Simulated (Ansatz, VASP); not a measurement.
One calculation of Sc, two programs

Contents of POSCAR:

```
Sc
1.0
    2.8807297327      0.0000000000      0.0000000000
    0.0000000000      2.8807297327      0.0000000000
    0.0000000000      0.0000000000      2.8807297327
Sc
1
Direct
    0.0000000000      0.0000000000      0.0000000000
```

Contents of INCAR.step1:

```
  PREC = Accurate
  ENCUT = 520
  ISMEAR = -1
  SIGMA = 0.1
  LREAL = False
  LASPH = True
  NELM = 80
  NBANDS = 12
  GGA = PE
  ALGO = Normal
  EDIFF = 1E-4
  LWAVE = True
  LCHARG = False
```

The input INCAR.step2:

```
  PREC = Accurate
  ENCUT = 520
  EDIFF = 1E-7
  ISMEAR = -1
  SIGMA = 0.1
  LREAL = False
  LASPH = True
  NELM = 80
  ALGO = Normal
  ISIF = 2
  LWAVE = False
  LCHARG = True
  METAGGA = R2SCAN
  LMIXTAU = True
  LELF = True
  LVHAR = True
  NBANDS = 12
  ISTART = 1
```

Contents of KPOINTS:

```
regular mesh
0
Gamma
  12 12 12
```

Input for Ansatz:

```yaml
crystal:
  lattice:
    - [2.8807297327, 0.0, 0.0]
    - [0.0, 2.8807297327, 0.0]
    - [0.0, 0.0, 2.8807297327]
  atoms:
    - { symbol: Sc, position: [0.0, 0.0, 0.0] }
hamiltonian:
  xc: r2scan
  pseudopotentials:
    kind: paw
    azcp:
      Sc: "pseudopotentials/Sc.paw.azcp"
basis:
  ecutwfc: 500
  fft_grid_basis: typed
kpoints:
  mp_grid: { grid: [12, 12, 12], shift: [0, 0, 0] }
magnetization:
  spin_polarized: false
scf:
  occupations: { method: fermi_dirac, width: 0.1 }
  lower_state_search: "off"
output:
  stress: true
```

Alike in both runs: task single point; functional r2SCAN; k mesh 12 × 12 × 12; occupations fermi-dirac, width 0.1 eV; no spin polarisation.

|  | VASP | Ansatz |
| --- | --- | --- |
| version | VASP 6.6.1 | Ansatz 0.2.0 |
| potentials or method | VASP PAW PBE potentials, release 64 (Sc_sv), cutoff 520 eV | plane waves (500 eV) with PAW, scalar-relativistic |
| valence electrons in the cell | 11 | 11 |

Ansatz gave:

```
pressure (GPa) : 3.2
```

Q: Which values does VASP return?

A: Pressure (GPa): 3.4.

VASP's potentials were made for PBE, not for r2SCAN. The functional is the same, so the differences come from potentials, cutoffs and numerics.
